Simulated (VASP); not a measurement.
# CuGe4 in VASP: a series of runs

The runs below take CuGe4 through single point, with PBE.

Program: VASP 6.6.1. These are calculated values, not measurements. Logs are shortened: lines on timing, memory, paths and dates and some standing lists are left out, and cuts for length are marked.

## Step 1: The cell of the first run

The cell holds a slab with vacuum, 5 atoms: a = 4.074 Å, b = 4.074 Å, c = 19.856 Å, α = 90.00°, β = 90.00°, γ = 90.00°.

## Step 2: Single point, PBE

INCAR reads:

```
ALGO = Normal
DIPOL = 0.5 0.5 0.349
EDIFF = 1E-6
ENCUT = 520
GGA = PE
IDIPOL = 3
ISIF = 2
ISMEAR = 0
LASPH = T
LCHARG = F
LDIPOL = T
LREAL = F
LWAVE = F
NBANDS = 42
NELM = 80
PREC = Accurate
SIGMA = 0.1
```

KPOINTS reads:

```
k-points
0
Gamma
  7 7 1
```

POSCAR reads:

```
CuGe4
1.0
    4.0740542205      0.0000000000      0.0000000000
    0.0000000000      4.0740542205      0.0000000000
    0.0000000000      0.0000000000     19.8557568590
Ge Cu
4 1
Direct
    0.0000000000      0.5000000000      0.2014529100
    0.0000000000      0.0000000000      0.2739958855
    0.5000000000      0.0000000000      0.3493666156
    0.5000000000      0.5000000000      0.4208228837
    0.6250000000      0.8750000000      0.4988274393
```

Potentials or basis: VASP PAW PBE potentials, release 64 (Ge_d, Cu).

Started as:

```bash
cat potpaw_PBE.64/Ge_d/POTCAR potpaw_PBE.64/Cu/POTCAR > POTCAR
mpirun -np 1 vasp_std > vasp.out
```

OUTCAR:

```text
EDIFF = 1E-6
   ENCUT = 520
   GGA = PE
   ISIF = 2
   ISMEAR = 0
   LASPH = T
   LREAL = F
   NELM = 80
   PREC = Accurate

 ion  position               nearest neighbor table
   1  0.000  0.500  0.201-   2 2.49   2 2.49
   2  0.000  0.000  0.274-   1 2.49   1 2.49   3 2.53   3 2.53
   3  0.500  0.000  0.349-   4 2.48   4 2.48   2 2.53   2 2.53
   4  0.500  0.500  0.421-   5 2.23   3 2.48   3 2.48
   5  0.625  0.875  0.499-   4 2.23

  LATTYP: Found a simple tetragonal cell.
 ALAT       =     4.0740542205
 C/A-ratio  =     4.8737095248

  Lattice vectors:

 A1 = (   4.0740542205,   0.0000000000,   0.0000000000)
 A2 = (   0.0000000000,   4.0740542205,   0.0000000000)
 A3 = (   0.0000000000,   0.0000000000,  19.8557568590)

Analysis of symmetry for initial positions (statically):
=====================================================================
 Subroutine PRICEL returns:
 Original cell was already a primitive cell.

 Routine SETGRP: Setting up the symmetry group for a
 simple tetragonal supercell.

 Subroutine GETGRP returns: Found  1 space group operations
 (whereof  1 operations were pure point group operations)
 out of a pool of 16 trial point group operations.

The static configuration has the point symmetry C_1 .

Analysis of symmetry for dynamics (positions and initial velocities):
=====================================================================
 Subroutine PRICEL returns:
 Original cell was already a primitive cell.

 Routine SETGRP: Setting up the symmetry group for a
 simple tetragonal supercell.

 Subroutine GETGRP returns: Found  1 space group operations
 (whereof  1 operations were pure point group operations)
 out of a pool of 16 trial point group operations.

The dynamic configuration has the point symmetry C_1 .

 Subroutine INISYM returns: Found  1 space group operations
 (whereof  1 operations are pure point group operations),
 and found     1 'primitive' translations

----------------------------------------------------------------------------------------

                                     Primitive cell

  volume of cell :     329.5642

  direct lattice vectors                    reciprocal lattice vectors
     4.074054220  0.000000000  0.000000000     0.245455742  0.000000000  0.000000000
     0.000000000  4.074054220  0.000000000     0.000000000  0.245455742  0.000000000
     0.000000000  0.000000000 19.855756859     0.000000000  0.000000000  0.050363228

  length of vectors
[... 95 lines left out ...]
   POTIM  = 0.5000    time-step for ionic-motion
   TEBEG  =    0.0;   TEEND  =   0.0 temperature during run
   PSTRESS=    0.0 pullay stress
   NELECT =      67.0000    total number of electrons
   NUPDOWN=      -1.0000    fix difference up-down
   EMIN   =  10.00;   EMAX   =-10.00  energy-range for DOS
   EFERMI =   0.00;   METHOD = LEGACY
   ISMEAR =     0;   SIGMA  =   0.10  broadening in eV -4-tet -1-fermi 0-gaus
   EFERMI_NEDOS =   21; number of points for ismear=-14 and -15
   IALGO  =     38    algorithm
   IMIX   =      4    mixing-type and parameters
     AMIX     =   0.40;   BMIX     =  1.00
     AMIX_MAG =   1.60;   BMIX_MAG =  1.00
  volume/ion in A,a.u.               =      65.91       444.80
  Fermi-wavevector in a.u.,A,eV,Ry     =   0.962616  1.819080 12.607561  0.926630
  Thomas-Fermi vector in A             =   2.092090
   LORBIT       =      0    0 simple, 1 ext, 2 COOP (PROOUT), +10 PAW based schemes
   GGA     = PE    functional components
   LHFCALC =     F    Hartree Fock is set to
   AEXX    =    0.0000 exact exchange contribution
   IVDW    =     0    specifies the selected vdW correction
   LEPSILON=     F    determine dielectric tensor
   LRPA    =     F    only Hartree local field effects (RPA)
 non-spin polarized calculation
 Gauss-broadening in eV      SIGMA  =   0.10
  energy-cutoff  :      520.00
  volume of cell :      329.56
 maximum number of plane-waves:      8917
   NGX = 15   NGY = 15   NGZ = 73

 dipolmoment           0.000000      0.000000      0.097236 electrons x Angstroem

 number of electron      66.9999945 magnetization

 dipolmoment           0.000000      0.000000     -0.086382 electrons x Angstroem

 Free energy of the ion-electron system (eV)
  ---------------------------------------------------
  ext. energy  EPLUGINS =         0.00000000
  ---------------------------------------------------
  free energy    TOTEN  =       -17.87523807 eV

  energy without entropy =      -17.86338635  energy(sigma->0) =      -17.86931221

 E-fermi :  -1.4417     XC(G=0):  -4.3313

 val. band max:       -1.4559254167   @ k =   0.4286   0.1429   0.0000
 cond. band min:      -1.4246640584   @ k =  -0.2857   0.2857   0.0000
 fundamental gap:      0.0312613584
 Fermi energy:        -1.4416666107

 k-point     1 :       0.0000    0.0000    0.0000
  band No.  band energies     occupation
      1     -26.0534      2.00000
      2     -26.0385      2.00000
      3     -25.9884      2.00000
      4     -25.9807      2.00000
      5     -25.9692      2.00000
      6     -25.9411      2.00000
[... 1069 lines left out ...]
     41       3.5025      0.00000
     42       3.9865      0.00000

 [... further k-points ...]

------------------------ aborting loop because EDIFF is reached ----------------------------------------

 vacuum level on the upper side and lower side of the slab       (xc-potential included)        -0.564         0.322

  FORCE on cell =-STRESS in cart. coord.  units (eV):
  Direction    XX          YY          ZZ          XY          YZ          ZX
  --------------------------------------------------------------------------------------
  -------------------------------------------------------------------------------------
  Total       -2.8258321     -0.3742776      0.2409906      0.3803201      0.5747426      0.1878436
  in kB      -13.7377901     -1.8195515      1.1715766      1.8489270      2.7941129      0.9132023
  external PRESSURE =      -4.7952550 kB  Pullay stress =       0.0000000 kB

 VOLUME and BASIS-vectors are now :
 -----------------------------------------------------------------------------
  energy-cutoff  :      520.00
  volume of cell :      329.56
      direct lattice vectors                 reciprocal lattice vectors
     4.074054220  0.000000000  0.000000000     0.245455742  0.000000000  0.000000000
     0.000000000  4.074054220  0.000000000     0.000000000  0.245455742  0.000000000
     0.000000000  0.000000000 19.855756859     0.000000000  0.000000000  0.050363228

 POSITION                                       TOTAL-FORCE (eV/Angst)
 -----------------------------------------------------------------------------------
      0.00000      2.03703      4.00000        -0.030854      0.039692     -0.044429
      0.00000      0.00000      5.44040         0.059082      0.082333      0.093736
      2.03703      0.00000      6.93694        -0.011545     -0.056950     -0.237426
      2.03703      2.03703      8.35576        -0.151861     -0.650925      0.168807
      2.54628      3.56480      9.90460         0.135179      0.585850      0.019311
 -----------------------------------------------------------------------------------
    total drift:                               -0.000050     -0.000129      0.004250

  FREE ENERGIE OF THE ION-ELECTRON SYSTEM (eV)
  ---------------------------------------------------
  free  energy   TOTEN  =       -17.8752380660 eV

  energy  without entropy=      -17.8633863545  energy(sigma->0) =      -17.86931221

 vacuum level on the upper side and lower side of the slab         2.386         3.304
```

OSZICAR:

```text
N       E                     dE             d eps       ncg     rms          rms(c)
DAV:   1     0.595155931394E+03    0.59516E+03   -0.33460E+04  2540   0.254E+03
DAV:   2     0.826139566886E+02   -0.51254E+03   -0.49992E+03  2260   0.674E+02
DAV:   3    -0.130156445897E+02   -0.95630E+02   -0.94041E+02  2890   0.206E+02
[... 18 lines left out ...]
DAV:  22    -0.178752227795E+02   -0.21878E-04   -0.14958E-06  1670   0.155E-02    0.851E-04
DAV:  23    -0.178752322043E+02   -0.94248E-05   -0.45796E-07  1606   0.169E-02    0.467E-04
DAV:  24    -0.178752362891E+02   -0.40848E-05   -0.27513E-07  1552   0.764E-03    0.301E-04
DAV:  25    -0.178752377160E+02   -0.14269E-05   -0.15095E-07  1518   0.642E-03    0.339E-04
DAV:  26    -0.178752380660E+02   -0.35004E-06   -0.50682E-08  1534   0.563E-03
   1 F= -.17875238E+02 E0= -.17869312E+02  d E =-.118517E-01
```

Wall time 5.5 min (1 thread of AMD EPYC 9R45 (Zen 5), shared host); peak memory 0.51 GiB.

What came out:

```yaml
Free_energy: -17.8752 eV
Largest_force: 0.689 eV/Å
Band_gap_on_the_k_mesh: zero (an odd number of electrons rules out a gap without spin polarisation)
```

Forces in eV/Å, atoms in the order of the input:
```
Ge  -0.031  0.040 -0.044
Ge   0.059  0.082  0.094
Ge  -0.012 -0.057 -0.237
Ge  -0.152 -0.651  0.169
Cu   0.135  0.586  0.019
```

Levels at points of the mesh, in eV from the Fermi level:
```
           k point  band 29  band 30  band 31  band 32  band 33  band 34  band 35  band 36  band 37  band 38
(0.00, 0.00, 0.00)    -1.99    -1.68    -1.59    -1.05    -0.41     1.02     1.17     1.47     1.88     2.37
```

## Step 3: Single point, PBE

INCAR reads:

```
SYSTEM = CuGe4
PREC = Accurate
ENCUT = 520
EDIFF = 1E-6
ISMEAR = 0
SIGMA = 0.1
LREAL = .FALSE.
LASPH = .TRUE.
NELM = 100
ALGO = Normal
ISIF = 2
LWAVE = .FALSE.
LCHARG = .TRUE.
LDIPOL = .TRUE.
IDIPOL = 3
DIPOL = 0.5 0.5 0.349
GGA = PE
LELF = .TRUE.
LVHAR = .TRUE.
LVACPOTAV = .TRUE.
NBANDS = 42
```

KPOINTS reads:

```
regular mesh
0
G
  7 7 1
  0 0 0
```

Edit POSCAR of step 2 so:

```diff
@@ -12,2 +12,2 @@
     0.5000000000      0.5000000000      0.4208228837
-    0.6250000000      0.8750000000      0.4988274393
+    0.8750000000      0.6250000000      0.4969148794
```

Potentials or basis: VASP PAW PBE potentials, release 64 (Ge_d, Cu).

Started as:

```bash
cat potpaw_PBE.64/Ge_d/POTCAR potpaw_PBE.64/Cu/POTCAR > POTCAR
mpirun -np 1 vasp_std > vasp.out
```

OUTCAR:

```text
SYSTEM = CuGe4
   PREC = Accurate
   ENCUT = 520
   EDIFF = 1E-6
   ISMEAR = 0
   LREAL = .FALSE.
   LASPH = .TRUE.
   NELM = 100
   ISIF = 2
   GGA = PE

 ion  position               nearest neighbor table
   1  0.000  0.500  0.201-   2 2.49   2 2.49
   2  0.000  0.000  0.274-   1 2.49   1 2.49   3 2.53   3 2.53
   3  0.500  0.000  0.349-   4 2.48   4 2.48   2 2.53   2 2.53
   4  0.500  0.500  0.421-   5 2.21   3 2.48   3 2.48
   5  0.875  0.625  0.497-   4 2.21

  LATTYP: Found a simple tetragonal cell.
 ALAT       =     4.0740542205
 C/A-ratio  =     4.8737095248

  Lattice vectors:

 A1 = (   4.0740542205,   0.0000000000,   0.0000000000)
 A2 = (   0.0000000000,   4.0740542205,   0.0000000000)
 A3 = (   0.0000000000,   0.0000000000,  19.8557568590)

Analysis of symmetry for initial positions (statically):
=====================================================================
 Subroutine PRICEL returns:
 Original cell was already a primitive cell.

 Routine SETGRP: Setting up the symmetry group for a
 simple tetragonal supercell.

 Subroutine GETGRP returns: Found  1 space group operations
 (whereof  1 operations were pure point group operations)
 out of a pool of 16 trial point group operations.
[... 177 lines left out ...]
 Fermi energy:        -1.5447389719

 k-point     1 :       0.0000    0.0000    0.0000
  band No.  band energies     occupation
      1     -25.8767      2.00000
      2     -25.8521      2.00000
      3     -25.8182      2.00000
      4     -25.8076      2.00000
      5     -25.7980      2.00000
      6     -25.7816      2.00000
[... 1069 lines left out ...]
     41       3.4639      0.00000
     42       4.2735      0.00000

 [... further k-points ...]

------------------------ aborting loop because EDIFF is reached ----------------------------------------

  FORCE on cell =-STRESS in cart. coord.  units (eV):
  Direction    XX          YY          ZZ          XY          YZ          ZX
  --------------------------------------------------------------------------------------
  -------------------------------------------------------------------------------------
  Total       -2.6101876     -0.3038949     -0.0070459      0.5623583     -0.2529506      1.8711329
  in kB      -12.6894337     -1.4773858     -0.0342539      2.7339065     -1.2297202      9.0965174
  external PRESSURE =      -4.7336911 kB  Pullay stress =       0.0000000 kB

 VOLUME and BASIS-vectors are now :
 -----------------------------------------------------------------------------
  energy-cutoff  :      520.00
  volume of cell :      329.56
      direct lattice vectors                 reciprocal lattice vectors
     4.074054220  0.000000000  0.000000000     0.245455742  0.000000000  0.000000000
     0.000000000  4.074054220  0.000000000     0.000000000  0.245455742  0.000000000
     0.000000000  0.000000000 19.855756859     0.000000000  0.000000000  0.050363228

 POSITION                                       TOTAL-FORCE (eV/Angst)
 -----------------------------------------------------------------------------------
      0.00000      2.03703      4.00000        -0.040158     -0.001571     -0.143106
      0.00000      0.00000      5.44040         0.076361      0.085416      0.256820
      2.03703      0.00000      6.93694        -0.081311     -0.066054     -0.062342
      2.03703      2.03703      8.35576        -1.148750      0.051227     -0.088649
      3.56480      2.54628      9.86662         1.193858     -0.069018      0.037276
 -----------------------------------------------------------------------------------
    total drift:                               -0.000087     -0.000082      0.001801

  FREE ENERGIE OF THE ION-ELECTRON SYSTEM (eV)
  ---------------------------------------------------
  free  energy   TOTEN  =       -18.3030450298 eV

  energy  without entropy=      -18.2839469108  energy(sigma->0) =      -18.29349597

 vacuum level on the upper side and lower side of the slab         2.311         3.489
```

stdout:

```text
POSCAR found type information on POSCAR GeCu
 POSCAR found :  2 types and       5 ions
 scaLAPACK will be used
 LDA part: xc-table for (Slater+PW92), standard interpolation
 POSCAR, INCAR and KPOINTS ok, starting setup
 FFT: planning ... GRIDC
 FFT: planning ... GRID_SOFT
 FFT: planning ... GRID
 WAVECAR not read
 entering main loop
 -----------------------------------------------------------------------------
|                                                                             |
|           W    W    AA    RRRRR   N    N  II  N    N   GGGG   !!!           |
|           W    W   A  A   R    R  NN   N  II  NN   N  G    G  !!!           |
|           W    W  A    A  R    R  N N  N  II  N N  N  G       !!!           |
|           W WW W  AAAAAA  RRRRR   N  N N  II  N  N N  G  GGG   !            |
|           WW  WW  A    A  R   R   N   NN  II  N   NN  G    G                |
|           W    W  A    A  R    R  N    N  II  N    N   GGGG   !!!           |
|                                                                             |
|     Did not find any points to average over, which means that no vacuum     |
|     field-free region was found. Please increase the size of  your cell     |
|     in the dimension of the dipole correction to obtain accurate            |
|     workfunction values.                                                    |
|                                                                             |
 -----------------------------------------------------------------------------
```

Run time: 6 min. Hardware: 1 thread of AMD EPYC 9R45 (Zen 5), shared host; peak memory 0.51 GiB.

Results:

```
Free energy            : -18.3030 eV
Largest force          : 1.196 eV/Å
Band gap on the k mesh : zero (an odd number of electrons rules out a gap without spin polarisation)
```

Forces on the atoms (eV/Å):
```
Ge  -0.040 -0.002 -0.143
Ge   0.076  0.085  0.257
Ge  -0.081 -0.066 -0.062
Ge  -1.149  0.051 -0.089
Cu   1.194 -0.069  0.037
```

(Continued in part 2 of 2.)
